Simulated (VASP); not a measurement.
Crystal: NiO.

```
Ni O
1.0
     2.94991    0.00000    0.00000
     1.47496    2.55470    0.00000
     1.47496    0.85157    2.40859
Ni O
1 1
Direct
  0.00000 0.00000 0.00000
  0.50000 0.50000 0.50000
```

Base run:

| Item | Value |
| --- | --- |
| Program | VASP 6.6.1 |
| Functional | PBEsol |
| Potentials or basis | VASP PAW PBE potentials, release 64 (Ni, O) |
| Cutoff | 520 eV |
| k mesh | 12 × 12 × 12 |
| Occupations | fermi-dirac, width 0.15 eV |
| Spin | collinear spin, ferromagnetic start |
| Starting moments | [1.5, 0.0] μB |
| Hubbard terms | Ni d U = 1.0 eV |

Its results: pressure -4.0 GPa; net moment 1.82 μB per cell; site moments Ni +1.50; O +0.27 μB.

The run is repeated on the same cell with these changes: hubbard terms from Ni d U = 1.0 eV to Ni d U = 5.0 eV. What comes out?

Pressure -5.4 GPa; net moment 2.00 μB per cell; site moments Ni +1.77; O +0.21 μB.

Caveats: the PAW data sets were made with another functional, which shifts forces and pressure a little; a cell with one magnetic atom can't hold antiferromagnetic order, which such compounds often take.
